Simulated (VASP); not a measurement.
# SiGe (I-4m2) in VASP: single point with HSE06

Aim: the single point of SiGe with HSE06.

All numbers are computed with VASP 6.6.1; they aren't measurements. Logs are shortened: lines on timing, memory, paths and dates and some standing lists are left out, and cuts for length are marked.

## (1) The cell of the first run

It takes space group I-4m2 (No. 119, tetragonal). Conventional cell: a = 3.712 Å, b = 3.712 Å, c = 5.750 Å, α = 90.00°, β = 90.00°, γ = 90.00°. Within 3.1 Å of Ge (site symmetry -4m2) lie 4 Si at 2.35 Å. Si (site symmetry -4m2) has 4 Ge at 2.35 Å within 3.1 Å.

## (2) Single point, HSE06 (epitaxial xy strain -5.3%)

POSCAR

```
SiGe
1.0
    0.0000000000      2.6251204848      2.8751692648
    2.6251204848      0.0000000000      2.8751692648
    2.6251204848      2.6251204848      0.0000000000
Ge Si
1 1
Direct
    0.0000000000      0.0000000000      0.0000000000
    0.2500000000      0.2500000000      0.2500000000
```

INCAR.step1

```
SYSTEM = SiGe
  PREC = Accurate
  ENCUT = 520
  EDIFF = 1E-5
  ISMEAR = -1
  SIGMA = 0.02
  LREAL = .False.
  LASPH = .True.
  NELM = 100
  ALGO = Normal
  ISIF = 2
  LWAVE = .True.
  LCHARG = .False.
  NBANDS = 16
  GGA = PE
```

INCAR.step2

```
SYSTEM = SiGe
  PREC = Accurate
  ENCUT = 520
  EDIFF = 1E-6
  ISMEAR = -1
  SIGMA = 0.02
  LREAL = .False.
  LASPH = .True.
  NELM = 100
  ALGO = Normal
  ISIF = 2
  LWAVE = .False.
  LCHARG = .False.
  GGA = PE
  LHFCALC = .True.
  HFSCREEN = 0.2079
  PRECFOCK = Normal
  NBANDS = 16
  ISTART = 1
```

KPOINTS

```
Automatic mesh
0
Gamma
  6 6 6
  0 0 0
```

Potentials or basis: VASP PAW PBE potentials, release 64 (Ge_d, Si).

The run is started by

```
$ cat potpaw_PBE.64/Ge_d/POTCAR potpaw_PBE.64/Si/POTCAR > POTCAR
$ cp INCAR.step1 INCAR
$ mpirun -np 1 vasp_std > vasp.out
$ cp INCAR.step2 INCAR
$ mpirun -np 1 vasp_std > vasp.out
```

OUTCAR:

```text
SYSTEM = SiGe
   PREC = Accurate
   ENCUT = 520
   EDIFF = 1E-6
   ISMEAR = -1
   LREAL = .False.
   LASPH = .True.
   NELM = 100
   ISIF = 2
   GGA = PE
   LHFCALC = .True.
   HFSCREEN = 0.2079
   PRECFOCK = Normal
   ISTART = 1

 ion  position               nearest neighbor table
   1  0.000  0.000  0.000-   2 2.35   2 2.35   2 2.35   2 2.35
   2  0.250  0.250  0.250-   1 2.35   1 2.35   1 2.35   1 2.35

  LATTYP: Found a body centered tetragonal cell.
 ALAT       =     3.7124809925
 C/A-ratio  =     1.5489206655

  Lattice vectors:

 A1 = (  -2.6251204848,   0.0000000000,   2.8751692648)
 A2 = (   2.6251204848,   0.0000000000,   2.8751692648)
 A3 = (   0.0000000000,   2.6251204848,  -2.8751692648)

Analysis of symmetry for initial positions (statically):
=====================================================================
 Subroutine PRICEL returns:
 Original cell was already a primitive cell.

 Routine SETGRP: Setting up the symmetry group for a
 body centered tetragonal supercell.

 Subroutine GETGRP returns: Found  8 space group operations
 (whereof  8 operations were pure point group operations)
 out of a pool of 16 trial point group operations.

The static configuration has the point symmetry D_2d.

Analysis of symmetry for dynamics (positions and initial velocities):
=====================================================================
 Subroutine PRICEL returns:
 Original cell was already a primitive cell.

 Routine SETGRP: Setting up the symmetry group for a
 body centered tetragonal supercell.

 Subroutine GETGRP returns: Found  8 space group operations
 (whereof  8 operations were pure point group operations)
 out of a pool of 16 trial point group operations.

The dynamic configuration has the point symmetry D_2d.

 Subroutine INISYM returns: Found  8 space group operations
 (whereof  8 operations are pure point group operations),
 and found     1 'primitive' translations

----------------------------------------------------------------------------------------

                                     Primitive cell

  volume of cell :      39.6271

  direct lattice vectors                    reciprocal lattice vectors
     0.000000000  2.625120485  2.875169265    -0.190467448  0.190467448  0.173902805
     2.625120485  0.000000000  2.875169265     0.190467448 -0.190467448  0.173902805
     2.625120485  2.625120485  0.000000000     0.190467448  0.190467448 -0.173902805

  length of vectors
     3.893309114  3.893309114  3.712480992     0.320621090  0.320621090  0.320621090

  position of ions in fractional coordinates (direct lattice)
     0.000000000  0.000000000  0.000000000
     0.250000000  0.250000000  0.250000000

  ion indices of the primitive-cell ions
   primitive index   ion index
                 1           1
                 2           2

----------------------------------------------------------------------------------------

 KPOINTS: Automatic mesh

Automatic generation of k-mesh.
 Grid dimensions read from file:
 generate k-points for:    6    6    6

 Generating k-lattice:

  Cartesian coordinates                     Fractional coordinates (reciprocal lattice)
    -0.031744575  0.031744575  0.028983801     0.166666667  0.000000000  0.000000000
     0.031744575 -0.031744575  0.028983801     0.000000000  0.166666667  0.000000000
     0.031744575  0.031744575 -0.028983801    -0.000000000 -0.000000000  0.166666667

  Length of vectors
     0.053436848  0.053436848  0.053436848

  Shift w.r.t. Gamma in fractional coordinates (k-lattice)
     0.000000000  0.000000000  0.000000000

 Subroutine IBZKPT returns following result:
 ===========================================

 Found     30 irreducible k-points:

 Following reciprocal coordinates:
            Coordinates               Weight
  0.000000  0.000000  0.000000      1.000000
  0.166667  0.000000  0.000000      8.000000
  0.333333  0.000000  0.000000      8.000000
  0.500000  0.000000  0.000000      4.000000
  0.166667  0.166667  0.000000      2.000000
  0.333333  0.166667  0.000000      8.000000
[... 16 lines left out ...]
  0.333333  0.000000  0.333333      4.000000
  0.500000  0.000000  0.333333     16.000000
 [... further k-points ...]
   k-points           NKPTS =     30   k-points in BZ     NKDIM =    216   number of bands    NBANDS=     16
   number of dos      NEDOS =    301   number of ions     NIONS =      2
   total plane-waves  NPLWV =  25200
   dimension x,y,z NGX =    30 NGY =   30 NGZ =   28
   dimension x,y,z NGXF=    60 NGYF=   60 NGZF=   56
   ions per type =               1   1
   NGX,Y,Z   is equivalent  to a cutoff of  12.81, 12.81, 12.54 a.u.
   NGXF,Y,Z  is equivalent  to a cutoff of  25.62, 25.62, 25.08 a.u.
 SYSTEM =  SiGe
   PREC   = accura    normal or accurate (medium, high low for compatibility)
   ISTART =      1    job   : 0-new  1-cont  2-samecut
   ICHARG =      0    charge: 1-file 2-atom 10-const
   ISPIN  =      1    spin polarized calculation?
   LNONCOLLINEAR =      F non collinear calculations
   LSORBIT =      F    spin-orbit coupling
   LASPH  =      T    aspherical Exc in radial PAW
   ENCUT  =  520.0 eV  38.22 Ry    6.18 a.u.   7.24  7.24  6.90*2*pi/ulx,y,z
   NELM   =    100;   NELMIN=  2; NELMDL=  0     # of ELM steps
   EDIFF  = 0.1E-05   stopping-criterion for ELM
   LREAL  =      F    real-space projection
   EDIFFG = 0.1E-04   stopping-criterion for IOM
   NSW    =      0    number of steps for IOM
   IBRION =     -1    ionic relax: 0-MD 1-quasi-New 2-CG
   NFREE  =      0    steps in history (QN), initial steepest desc. (CG)
   ISIF   =      2    stress and relaxation
   ISYM   =      3    0-nonsym 1-usesym 2-fastsym
   POTIM  = 0.5000    time-step for ionic-motion
   TEBEG  =    0.0;   TEEND  =   0.0 temperature during run
   PSTRESS=    0.0 pullay stress
   NELECT =      18.0000    total number of electrons
   NUPDOWN=      -1.0000    fix difference up-down
   EMIN   =  10.00;   EMAX   =-10.00  energy-range for DOS
   EFERMI =   0.00;   METHOD = LEGACY
   ISMEAR =    -1;   SIGMA  =   0.02  broadening in eV -4-tet -1-fermi 0-gaus
   EFERMI_NEDOS =   21; number of points for ismear=-14 and -15
   IALGO  =     38    algorithm
   IMIX   =      1    mixing-type and parameters
     AMIX     =   0.40;   BMIX     =  1.00
     AMIX_MAG =   1.60;   BMIX_MAG =  1.00
  volume/ion in A,a.u.               =      19.81       133.71
  Fermi-wavevector in a.u.,A,eV,Ry     =   1.258447  2.378121 21.547405  1.583690
  Thomas-Fermi vector in A             =   2.392056
   LORBIT       =      0    0 simple, 1 ext, 2 COOP (PROOUT), +10 PAW based schemes
   GGA     = PE    functional components
   LHFCALC =     T    Hartree Fock is set to
   PRECFOCK=normal    Normal, Fast or Accurate (Low or Medium for compatibility)
   ENCUT4O =  -1.0   cutoff for four orbital integrals eV
   NKREDX  =     1    reduce k-point grid by
   NKREDY  =     1    reduce k-point grid by
   NKREDZ  =     1    reduce k-point grid by
   AEXX    =    0.2500 exact exchange contribution
   HFSCREEN=    0.2079 screening length (either q_TF or 0.3 A-1)
   HFSCREENC=   0.2079 screening length for correlation (either q_TF or 0.3 A-1)
   ENCUTFOCK=  -1.0 apply spherical cutoff to Coloumb kernel
   IVDW    =     0    specifies the selected vdW correction
   LEPSILON=     F    determine dielectric tensor
   LRPA    =     F    only Hartree local field effects (RPA)
 non-spin polarized calculation
  energy-cutoff  :      520.00
  volume of cell :       39.63
 maximum number of plane-waves:      1082
 NGX is ok and might be reduce to    30
  NGX = 24; NGY = 24; NGZ = 24

 number of electron      17.9999994 magnetization

 Free energy of the ion-electron system (eV)
  ---------------------------------------------------
  ext. energy  EPLUGINS =         0.00000000
  ---------------------------------------------------
  free energy    TOTEN  =       -11.41748032 eV

  energy without entropy =      -11.41748029  energy(sigma->0) =      -11.41748030

 E-fermi :   6.3540     XC(G=0):  -8.3157

 val. band max:        6.0938120149   @ k =   0.0000   0.0000   0.0000
 cond. band min:       6.6154155582   @ k =   0.5000   0.0000   0.5000
 fundamental gap:      0.5216035433
 Fermi energy:         6.3540251648

 k-point     1 :       0.0000    0.0000    0.0000
  band No.  band energies     occupation
      1     -21.6736      2.00000
      2     -21.6656      2.00000
      3     -21.6656      2.00000
      4     -21.6343      2.00000
      5     -21.6288      2.00000
      6      -8.4647      2.00000
[... 8 lines left out ...]
     15      14.4202      0.00000
     16      16.4185      0.00000

 k-point     2 :       0.1667    0.0000    0.0000
  band No.  band energies     occupation
      1     -21.6716      2.00000
      2     -21.6655      2.00000
      3     -21.6640      2.00000
      4     -21.6347      2.00000
      5     -21.6281      2.00000
      6      -8.0526      2.00000
[... 8 lines left out ...]
     15      15.1178      0.00000
     16      15.5107      0.00000

 k-point     3 :       0.3333    0.0000    0.0000
  band No.  band energies     occupation
      1     -21.6689      2.00000
      2     -21.6646      2.00000
      3     -21.6610      2.00000
      4     -21.6351      2.00000
      5     -21.6263      2.00000
      6      -6.8934      2.00000
[... 8 lines left out ...]
     15      15.3482      0.00000
     16      16.3538      0.00000

 k-point     4 :       0.5000    0.0000    0.0000
  band No.  band energies     occupation
      1     -21.6684      2.00000
      2     -21.6637      2.00000
      3     -21.6597      2.00000
      4     -21.6351      2.00000
      5     -21.6250      2.00000
      6      -5.8171      2.00000
[... 8 lines left out ...]
     15      17.7844      0.00000
     16      18.4947      0.00000

 k-point     5 :       0.1667    0.1667    0.0000
  band No.  band energies     occupation
      1     -21.6753      2.00000
      2     -21.6624      2.00000
      3     -21.6624      2.00000
      4     -21.6333      2.00000
      5     -21.6295      2.00000
      6      -7.9670      2.00000
[... 8 lines left out ...]
     15      15.8645      0.00000
     16      16.8792      0.00000

 k-point     6 :       0.3333    0.1667    0.0000
  band No.  band energies     occupation
      1     -21.6744      2.00000
      2     -21.6607      2.00000
      3     -21.6594      2.00000
      4     -21.6330      2.00000
      5     -21.6292      2.00000
      6      -7.0833      2.00000
[... 8 lines left out ...]
     15      16.8165      0.00000
     16      17.2064      0.00000
[... 267 lines left out ...]
 k-point    21 :      -0.1667    0.3333    0.1667
  band No.  band energies     occupation
      1     -21.6698      2.00000
      2     -21.6613      2.00000
      3     -21.6571      2.00000
      4     -21.6375      2.00000
      5     -21.6247      2.00000
      6      -5.7612      2.00000
[... 8 lines left out ...]
     15      18.1938      0.00000
     16      19.5290      0.00000

 k-point    22 :      -0.3333    0.5000    0.1667
  band No.  band energies     occupation
      1     -21.6744      2.00000
      2     -21.6576      2.00000
      3     -21.6533      2.00000
      4     -21.6332      2.00000
      5     -21.6293      2.00000
      6      -4.2089      2.00000
[... 8 lines left out ...]
     15      18.4412      0.00000
     16      19.7652      0.00000

 k-point    23 :       0.3333    0.0000    0.3333
  band No.  band energies     occupation
      1     -21.6730      2.00000
      2     -21.6583      2.00000
      3     -21.6569      2.00000
      4     -21.6395      2.00000
      5     -21.6237      2.00000
      6      -6.1870      2.00000
[... 8 lines left out ...]
     15      18.0843      0.00000
     16      20.3610      0.00000

 k-point    24 :       0.5000    0.0000    0.3333
  band No.  band energies     occupation
      1     -21.6727      2.00000
      2     -21.6565      2.00000
      3     -21.6552      2.00000
      4     -21.6400      2.00000
      5     -21.6231      2.00000
      6      -4.8524      2.00000
[... 8 lines left out ...]
     15      18.8509      0.00000
     16      19.9274      0.00000

 [... further k-points ...]

------------------------ aborting loop because EDIFF is reached ----------------------------------------

  FORCE on cell =-STRESS in cart. coord.  units (eV):
  Direction    XX          YY          ZZ          XY          YZ          ZX
  --------------------------------------------------------------------------------------
  -------------------------------------------------------------------------------------
  Total        2.6646955      2.6646955      0.0611096      0.0000000      0.0000000      0.0000000
  in kB      107.7373451    107.7373451      2.4707475      0.0000000      0.0000000      0.0000000
  external PRESSURE =      72.6484792 kB  Pullay stress =       0.0000000 kB

 VOLUME and BASIS-vectors are now :
 -----------------------------------------------------------------------------
  energy-cutoff  :      520.00
  volume of cell :       39.63
      direct lattice vectors                 reciprocal lattice vectors
     0.000000000  2.625120485  2.875169265    -0.190467448  0.190467448  0.173902805
     2.625120485  0.000000000  2.875169265     0.190467448 -0.190467448  0.173902805
     2.625120485  2.625120485  0.000000000     0.190467448  0.190467448 -0.173902805

 POSITION                                       TOTAL-FORCE (eV/Angst)
 -----------------------------------------------------------------------------------
      0.00000      0.00000      0.00000         0.000000      0.000000      0.000000
      1.31256      1.31256      1.43758         0.000000      0.000000      0.000000
 -----------------------------------------------------------------------------------
    total drift:                               -0.000005     -0.000005      0.000001

  FREE ENERGIE OF THE ION-ELECTRON SYSTEM (eV)
  ---------------------------------------------------
  free  energy   TOTEN  =       -11.4174803150 eV

  energy  without entropy=      -11.4174802916  energy(sigma->0) =      -11.41748030
```

Run time: 37 min. Hardware: 1 thread of Intel Xeon 6975P-C (Granite Rapids), shared host; peak memory 0.3 GiB.

What came out:

- Free energy: -11.4175 eV
- Pressure: 7.3 GPa
- Band gap on the k mesh: 0.52 eV, indirect (least direct gap 2.55 eV)

Caveat: the cell differs from its parent crystal (epitaxial xy strain -5.3%); the PAW data sets were made with another functional, which shifts forces and pressure a little.
